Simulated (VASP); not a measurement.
WC, 16 atoms in the cell. The typed cell holds 16 atoms: a = 5.885 Å, b = 5.096 Å, c = 5.776 Å, α = 90.00°, β = 90.00°, γ = 90.00°. 

```yaml
Program: VASP 6.6.1
Task: single point
Functional: PBE
Potentials_or_basis: VASP PAW PBE potentials, release 64 (W_sv, C)
Cutoff: 520 eV
k_mesh: 2 × 2 × 2
Occupations: fermi-dirac, width 0.17 eV
Spin: no spin polarisation
Dipole_correction: no
Further_INCAR_settings: LREAL = Auto; ALGO = Normal; EDIFF = 1e-06; NBANDS = 86
```

Potentials or basis: VASP PAW PBE potentials, release 64 (W_sv, C).

Launch:

```bash
$ cat potpaw_PBE.64/W_sv/POTCAR potpaw_PBE.64/C/POTCAR > POTCAR
$ mpirun -np 1 vasp_std > vasp.out
```

Hardware: 1 thread of AMD EPYC 9R45 96-Core Processor (Zen 5), on a shared host.

Problem. Estimate the wall time of this run.

Solution. Wall time 3.2 min on 1 thread of AMD EPYC 9R45 96-Core Processor (Zen 5) (shared host), peak memory 0.29 GiB. Counts: scf iterations 16, k points 8.
